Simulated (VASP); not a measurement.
# AlN in VASP: a series of runs

Runs on AlN. Level: PBE. Tasks: single point.

Program: VASP 6.6.1. These are calculated values, not measurements. Logs are shortened: lines on timing, memory, paths and dates and some standing lists are left out, and cuts for length are marked.

### 1 The cell of the first run

Symmetry: P6_3mc, No. 186, hexagonal system. The conventional cell has a = 3.113 Å, b = 3.113 Å, c = 4.981 Å, α = 90.00°, β = 90.00°, γ = 120.00°. Within 2.5 Å of Al (site symmetry 3m) lie 4 N at 1.89 Å. N (site symmetry 3m) has 4 Al at 1.89 Å within 2.5 Å.

### 2 Single point, PBE

Input file INCAR:

```
ALGO     = Normal         # electronic algorithm
EDIFF    = 1E-6           # SCF threshold, eV
ENCUT    = 600            # plane-wave cutoff, eV
GGA      = PE             # functional
GGA_COMPAT= F            
ISIF     = 2              # what is computed and relaxed
ISMEAR   = 1              # smearing method
LASPH    = T              # aspherical terms in the spheres
LCHARG   = T              # write CHGCAR
LELF     = T              # ELF
LREAL    = F              # projectors in reciprocal space
LVHAR    = T            
LWAVE    = F              # write WAVECAR
NBANDS   = 16             # bands
NELM     = 120            # most SCF steps
PREC     = Accurate       # precision mode
SIGMA    = 0.05           # smearing width, eV
```

Input file KPOINTS:

```
k-points
0
Gamma
  6 6 3
```

Input file POSCAR:

```
AlN
1.0
    3.1130000000      0.0000000000      0.0000000000
   -1.5565000000      2.6959400000      0.0000000000
    0.0000000000      0.0000000000      4.9810000000
Al N
2 2
Direct
    0.3333333333      0.6666666667      0.0000000000
    0.6666666667      0.3333333333      0.5000000000
    0.3333333333      0.6666666667      0.3800000000
    0.6666666667      0.3333333333      0.8800000000
```

Potentials or basis: VASP PAW PBE potentials, release 64 (Al, N).

Command:

```sh
$ cat potpaw_PBE.64/Al/POTCAR potpaw_PBE.64/N/POTCAR > POTCAR
$ mpirun -np 1 vasp_std > vasp.out
```

OUTCAR:

```text
EDIFF = 1E-6
   ENCUT = 600
   GGA = PE
   ISIF = 2
   ISMEAR = 1
   LASPH = T
   LREAL = F
   NELM = 120
   PREC = Accurate

 ion  position               nearest neighbor table
   1  0.333  0.667  0.000-   3 1.89   4 1.89   4 1.89   4 1.89   2 3.07   2 3.07   2 3.07   2 3.07
                             2 3.07   2 3.07
   2  0.667  0.333  0.500-   4 1.89   3 1.89   3 1.89   3 1.89   1 3.07   1 3.07   1 3.07   1 3.07
                             1 3.07   1 3.07
   3  0.333  0.667  0.380-   1 1.89   2 1.89   2 1.89   2 1.89
   4  0.667  0.333  0.880-   2 1.89   1 1.89   1 1.89   1 1.89

  LATTYP: Found a hexagonal cell.
 ALAT       =     3.1130000000
 C/A-ratio  =     1.6000642467

  Lattice vectors:

 A1 = (   3.1130000000,   0.0000000000,   0.0000000000)
 A2 = (  -1.5565000000,   2.6959400000,   0.0000000000)
 A3 = (   0.0000000000,   0.0000000000,   4.9810000000)

Analysis of symmetry for initial positions (statically):
=====================================================================
 Subroutine PRICEL returns:
 Original cell was already a primitive cell.

 Routine SETGRP: Setting up the symmetry group for a
 hexagonal supercell.

 Subroutine GETGRP returns: Found 12 space group operations
 (whereof  6 operations were pure point group operations)
 out of a pool of 24 trial point group operations.

The static configuration has the point symmetry C_3v.
 The point group associated with its full space group is C_6v.

Analysis of symmetry for dynamics (positions and initial velocities):
=====================================================================
 Subroutine PRICEL returns:
 Original cell was already a primitive cell.

 Routine SETGRP: Setting up the symmetry group for a
 hexagonal supercell.

 Subroutine GETGRP returns: Found 12 space group operations
 (whereof  6 operations were pure point group operations)
 out of a pool of 24 trial point group operations.

The dynamic configuration has the point symmetry C_3v.
 The point group associated with its full space group is C_6v.

 Subroutine INISYM returns: Found 12 space group operations
 (whereof  6 operations are pure point group operations),
 and found     1 'primitive' translations

----------------------------------------------------------------------------------------

                                     Primitive cell

  volume of cell :      41.8028

  direct lattice vectors                    reciprocal lattice vectors
     3.113000000  0.000000000  0.000000000     0.321233537  0.185464068  0.000000000
    -1.556500000  2.695940000  0.000000000     0.000000000  0.370928136  0.000000000
     0.000000000  0.000000000  4.981000000     0.000000000  0.000000000  0.200762899

  length of vectors
     3.113000000  3.113002527  4.981000000     0.370928437  0.370928136  0.200762899

  position of ions in fractional coordinates (direct lattice)
     0.333333333  0.666666667  0.000000000
     0.666666667  0.333333333  0.500000000
     0.333333333  0.666666667  0.380000000
     0.666666667  0.333333333  0.880000000

  ion indices of the primitive-cell ions
   primitive index   ion index
                 1           1
                 2           2
                 3           3
                 4           4

----------------------------------------------------------------------------------------

 KPOINTS: k-points

Automatic generation of k-mesh.
 Grid dimensions read from file:
 generate k-points for:    6    6    3

 Generating k-lattice:

  Cartesian coordinates                     Fractional coordinates (reciprocal lattice)
     0.053538923  0.030910678  0.000000000     0.166666667  0.000000000  0.000000000
     0.000000000  0.061821356  0.000000000     0.000000000  0.166666667  0.000000000
     0.000000000  0.000000000  0.066920966     0.000000000  0.000000000  0.333333333

  Length of vectors
     0.061821406  0.061821356  0.066920966

  Shift w.r.t. Gamma in fractional coordinates (k-lattice)
     0.000000000  0.000000000  0.000000000

 Subroutine IBZKPT returns following result:
 ===========================================

 Found     14 irreducible k-points:

 Following reciprocal coordinates:
            Coordinates               Weight
  0.000000  0.000000  0.000000      1.000000
  0.166667 -0.000000  0.000000      6.000000
  0.333333  0.000000  0.000000      6.000000
  0.500000  0.000000  0.000000      3.000000
  0.166667  0.166667  0.000000      6.000000
  0.333333  0.166667  0.000000     12.000000
  0.333333  0.333333  0.000000      2.000000
  0.000000  0.000000  0.333333      2.000000
  0.166667 -0.000000  0.333333     12.000000
  0.333333  0.000000  0.333333     12.000000
  0.500000  0.000000  0.333333      6.000000
  0.166667  0.166667  0.333333     12.000000
  0.333333  0.166667  0.333333     24.000000
  0.333333  0.333333  0.333333      4.000000
   k-points           NKPTS =     14   k-points in BZ     NKDIM =     14   number of bands    NBANDS=     16
   number of dos      NEDOS =    301   number of ions     NIONS =      4
   total plane-waves  NPLWV =  31360
   dimension x,y,z NGX =    28 NGY =   28 NGZ =   40
   dimension x,y,z NGXF=    56 NGYF=   56 NGZF=   80
   ions per type =               2   2
   NGX,Y,Z   is equivalent  to a cutoff of  14.95, 14.95, 13.35 a.u.
   NGXF,Y,Z  is equivalent  to a cutoff of  29.91, 29.91, 26.70 a.u.
 SYSTEM =  unknown system
   PREC   = accura    normal or accurate (medium, high low for compatibility)
   ISTART =      0    job   : 0-new  1-cont  2-samecut
   ICHARG =      2    charge: 1-file 2-atom 10-const
   ISPIN  =      1    spin polarized calculation?
   LNONCOLLINEAR =      F non collinear calculations
   LSORBIT =      F    spin-orbit coupling
   LASPH  =      T    aspherical Exc in radial PAW
   ENCUT  =  600.0 eV  44.10 Ry    6.64 a.u.   6.22  6.22  9.95*2*pi/ulx,y,z
   NELM   =    120;   NELMIN=  2; NELMDL= -5     # of ELM steps
   EDIFF  = 0.1E-05   stopping-criterion for ELM
   LREAL  =      F    real-space projection
   EDIFFG = 0.1E-04   stopping-criterion for IOM
   NSW    =      0    number of steps for IOM
   IBRION =     -1    ionic relax: 0-MD 1-quasi-New 2-CG
   NFREE  =      0    steps in history (QN), initial steepest desc. (CG)
   ISIF   =      2    stress and relaxation
   ISYM   =      2    0-nonsym 1-usesym 2-fastsym
   POTIM  = 0.5000    time-step for ionic-motion
   TEBEG  =    0.0;   TEEND  =   0.0 temperature during run
   PSTRESS=    0.0 pullay stress
   NELECT =      16.0000    total number of electrons
   NUPDOWN=      -1.0000    fix difference up-down
   EMIN   =  10.00;   EMAX   =-10.00  energy-range for DOS
   EFERMI =   0.00;   METHOD = LEGACY
   ISMEAR =     1;   SIGMA  =   0.05  broadening in eV -4-tet -1-fermi 0-gaus
   EFERMI_NEDOS =   21; number of points for ismear=-14 and -15
   IALGO  =     38    algorithm
   IMIX   =      4    mixing-type and parameters
     AMIX     =   0.40;   BMIX     =  1.00
     AMIX_MAG =   1.60;   BMIX_MAG =  1.00
  volume/ion in A,a.u.               =      10.45        70.52
  Fermi-wavevector in a.u.,A,eV,Ry     =   1.188629  2.246182 19.222829  1.412838
  Thomas-Fermi vector in A             =   2.324754
   LORBIT       =      0    0 simple, 1 ext, 2 COOP (PROOUT), +10 PAW based schemes
   GGA     = PE    functional components
   LHFCALC =     F    Hartree Fock is set to
   AEXX    =    0.0000 exact exchange contribution
   IVDW    =     0    specifies the selected vdW correction
   LEPSILON=     F    determine dielectric tensor
   LRPA    =     F    only Hartree local field effects (RPA)
 non-spin polarized calculation
 Methfessel and Paxton  Order N= 1 SIGMA  =   0.05
  energy-cutoff  :      600.00
  volume of cell :       41.80
 maximum number of plane-waves:      1408
 NGX is ok and might be reduce to    28
   NGX = 13   NGY = 13   NGZ = 19

 number of electron      15.9999999 magnetization

 Free energy of the ion-electron system (eV)
  ---------------------------------------------------
  ext. energy  EPLUGINS =         0.00000000
  ---------------------------------------------------
  free energy    TOTEN  =       -29.77126700 eV

  energy without entropy =      -29.77129384  energy(sigma->0) =      -29.77127595

 E-fermi :   6.1653     XC(G=0): -10.9065

 val. band max:        6.1231592702   @ k =   0.0000   0.0000   0.0000
 cond. band min:      10.3462522632   @ k =   0.0000   0.0000   0.0000
 fundamental gap:      4.2230929931
 Fermi energy:         6.1652533601

 k-point     1 :       0.0000    0.0000    0.0000
  band No.  band energies     occupation
      1      -9.0368      2.00000
      2      -6.8882      2.00000
      3       0.1492      2.00000
      4       5.2913      2.00000
      5       5.2913      2.00000
      6       5.9435      2.00000
[... 8 lines left out ...]
     15      19.2860      0.00000
     16      19.2860      0.00000

 k-point     2 :       0.1667   -0.0000    0.0000
  band No.  band energies     occupation
      1      -8.6907      2.00000
      2      -6.7018      2.00000
      3       0.5644      2.00000
      4       3.8718      2.00000
      5       4.6541      2.00000
      6       4.8989      2.00000
[... 8 lines left out ...]
     15      18.5089      0.00000
     16      18.9261      0.00000

 k-point     3 :       0.3333    0.0000    0.0000
  band No.  band energies     occupation
      1      -7.7976      2.00000
      2      -6.3721      2.00000
      3       1.6450      2.00000
      4       1.7177      2.00000
      5       2.8325      2.00000
      6       4.3088      2.00000
[... 8 lines left out ...]
     15      18.2456      0.00000
     16      20.5348      0.00000
[... 172 lines left out ...]
 k-point    13 :       0.3333    0.1667    0.3333
  band No.  band energies     occupation
      1      -6.9344      2.00000
      2      -6.5139      2.00000
      3       0.8981      2.00000
      4       1.3551      2.00000
      5       3.1581      2.00000
      6       3.9725      2.00000
[... 8 lines left out ...]
     15      19.0155      0.00000
     16      20.4958      0.00000

 k-point    14 :       0.3333    0.3333    0.3333
  band No.  band energies     occupation
      1      -6.5090      2.00000
      2      -6.5090      2.00000
      3       1.4925      2.00000
      4       1.4925      2.00000
      5       1.7823      2.00000
      6       2.9123      2.00000
[... 8 lines left out ...]
     15      19.3570      0.00000
     16      21.4432      0.00000

------------------------ aborting loop because EDIFF is reached ----------------------------------------

  FORCE on cell =-STRESS in cart. coord.  units (eV):
  Direction    XX          YY          ZZ          XY          YZ          ZX
  --------------------------------------------------------------------------------------
  -------------------------------------------------------------------------------------
  Total        0.7274207      0.7274223      1.1590227      0.0000000      0.0000000      0.0000000
  in kB       27.8798457     27.8799061     44.4218512      0.0000000      0.0000000      0.0000000
  external PRESSURE =      33.3938676 kB  Pullay stress =       0.0000000 kB

 VOLUME and BASIS-vectors are now :
 -----------------------------------------------------------------------------
  energy-cutoff  :      600.00
  volume of cell :       41.80
      direct lattice vectors                 reciprocal lattice vectors
     3.113000000  0.000000000  0.000000000     0.321233537  0.185464068  0.000000000
    -1.556500000  2.695940000  0.000000000     0.000000000  0.370928136  0.000000000
     0.000000000  0.000000000  4.981000000     0.000000000  0.000000000  0.200762899

 POSITION                                       TOTAL-FORCE (eV/Angst)
 -----------------------------------------------------------------------------------
     -0.00000      1.79729      0.00000         0.000000      0.000000     -0.128777
      1.55650      0.89865      2.49050         0.000000      0.000000     -0.128777
     -0.00000      1.79729      1.89278         0.000000      0.000000      0.128777
      1.55650      0.89865      4.38328        -0.000000     -0.000000      0.128777
 -----------------------------------------------------------------------------------
    total drift:                               -0.000000      0.000000      0.000409

  FREE ENERGIE OF THE ION-ELECTRON SYSTEM (eV)
  ---------------------------------------------------
  free  energy   TOTEN  =       -29.7712670016 eV

  energy  without entropy=      -29.7712938440  energy(sigma->0) =      -29.77127595
```

It took 13 s on 1 thread of Intel Xeon Platinum 8259CL at 2.50GHz (Skylake/Cascade Lake), shared host; peak memory 0.16 GiB.

What came out:

- Free energy: -29.7713 eV
- Pressure: 3.3 GPa
- Largest force: 0.129 eV/Å
- Band gap on the k mesh: 4.22 eV

Forces in eV/Å, atoms in the order of the input:
```
Al   0.000  0.000 -0.129
Al   0.000  0.000 -0.129
N    0.000  0.000  0.129
N    0.000  0.000  0.129
```

Caveat: the k points lie up to 0.42 Å⁻¹ apart.

### 3 Single point, PBE

This run uses another cell than the first one, of 10.61 Å³/atom.

Input file INCAR:

```
  ALGO = Normal
  EDIFF = 1E-6
  ENCUT = 600
  GGA = PE
  GGA_COMPAT = False
  ISIF = 2
  ISMEAR = 1
  LASPH = True
  LCHARG = True
  LELF = True
  LREAL = False
  LVHAR = True
  LWAVE = False
  NBANDS = 16
  NELM = 120
  PREC = Accurate
  SIGMA = 0.05
```

KPOINTS is that of step 2.

Input file POSCAR:

```
AlN
1.0
    3.1129964286     -0.0057205284      0.0000000000
   -1.5614523372      2.7160289017      0.0000000000
    0.0000000000      0.0000000000      5.0241615364
Al N
2 2
Direct
    0.3336850797      0.6670175768     -0.0004605671
    0.6663149203      0.3329824232      0.4995394329
    0.3345603039      0.6678801929      0.3804605671
    0.6654396961      0.3321198071      0.8804605671
```

Potentials or basis: VASP PAW PBE potentials, release 64 (Al, N).

Command:

```sh
$ cat potpaw_PBE.64/Al/POTCAR potpaw_PBE.64/N/POTCAR > POTCAR
$ mpirun -np 1 vasp_std > vasp.out
```

Run time: 28 s. Hardware: 1 thread of Intel Xeon Platinum 8259CL at 2.50GHz (Skylake/Cascade Lake), shared host; peak memory 0.18 GiB.

It converged, with:

| Quantity | Value |
| --- | --- |
| Free energy | -29.7791 eV |
| Pressure | 0.3 GPa |
| Band gap on the k mesh | 4.09 eV |

Stress tensor (GPa, compression positive):
```
 1.45  0.45  0.00
 0.45 -0.14  0.00
 0.00  0.00 -0.33
```

Levels at points of the mesh, in eV from the valence-band top:
| k point | band 5 | band 6 | band 7 | band 8 | band 9 | band 10 | band 11 | band 12 |
| --- | --- | --- | --- | --- | --- | --- | --- | --- |
| (0.00, 0.00, 0.00) | -0.77 | -0.20 | -0.15 | 0.00 | 4.09 | 6.59 | 10.48 | 11.03 |
| (0.50, 0.00, 0.00) | -3.27 | -2.07 | -1.72 | -0.70 | 5.74 | 5.75 | 8.03 | 10.20 |
| (0.00, 0.50, 0.00) | -3.30 | -1.97 | -1.75 | -0.62 | 5.79 | 5.86 | 8.11 | 10.17 |
| (0.50, 0.50, 0.00) | -3.28 | -2.02 | -1.73 | -0.66 | 5.76 | 5.81 | 8.07 | 10.18 |
